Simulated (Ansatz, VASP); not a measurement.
One calculation of GaN, two programs

```
Ga N
1.0
     0.00000    1.72762    1.72762
     1.72762    0.00000    1.72762
     1.72762    1.72762    0.00000
Ga N
1 1
Direct
  0.00000 0.00000 0.00000
  0.50000 0.50000 0.50000
```

Change from the starting cell: volume scaled by 0.55, PAW files.

Alike in both runs: task single point; functional r2SCAN; k mesh 15 × 15 × 15; occupations fermi-dirac, width 0.1 eV; no spin polarisation.

```csv
,VASP,Ansatz
version,VASP 6.6.1,Ansatz 0.2.0
potentials or method,"VASP PAW PBE potentials, release 64 (Ga_d, N)","PAW with Ansatz's default frozen-core files, scalar-relativistic"
plane-wave cutoff (eV),520,500
valence electrons in the cell,18,18
```

VASP gave:

| Item | Value |
| --- | --- |
| gap on the k mesh at the Fermi level (eV) | 6.20 |
| pressure (GPa) | 540.1 |

**Question.** What did Ansatz give for the same quantities?

**Answer.** gap on the k mesh at the Fermi level (eV): 6.33; pressure (GPa): 530.9.

VASP's potentials were made for PBE, not for r2SCAN. Both programs put the cell under a high pressure, so it lies far from rest at this level. The functional is the same, so the differences come from potentials, cutoffs and numerics.

Noted on VASP's run: the cell as given lies far from equilibrium.
